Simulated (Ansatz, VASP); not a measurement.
# TiC: VASP beside Ansatz

```
Ti C
1.0
     0.00000    2.16641    2.16641
     2.16641    0.00000    2.16641
     2.16641    2.16641    0.00000
Ti C
1 1
Direct
  0.00000 0.00000 0.00000
  0.50000 0.50000 0.50000
```

Alike in both runs: task single point; functional r2SCAN; k mesh 16 × 16 × 16; occupations gaussian, width 0.1 eV; no spin polarisation.

```csv
,VASP,Ansatz
version,VASP 6.6.1,Ansatz 0.2.0
potentials or method,"VASP PAW PBE potentials, release 64 (Ti_sv, C), cutoff 520 eV","scalar-relativistic, plane waves, PAW"
valence electrons in the cell,16,16
```

```tsv
	VASP	Ansatz	Ansatz less VASP
gap on the k mesh at the Fermi level (eV)	none	none	-
pressure (GPa)	0.0	-0.9	-0.94
```

VASP's potentials were made for PBE, not for r2SCAN. A gap of «none» marks a metal or a gap that the smearing closes. With one functional, cell and mesh, what is left measures potentials, basis and numerics.
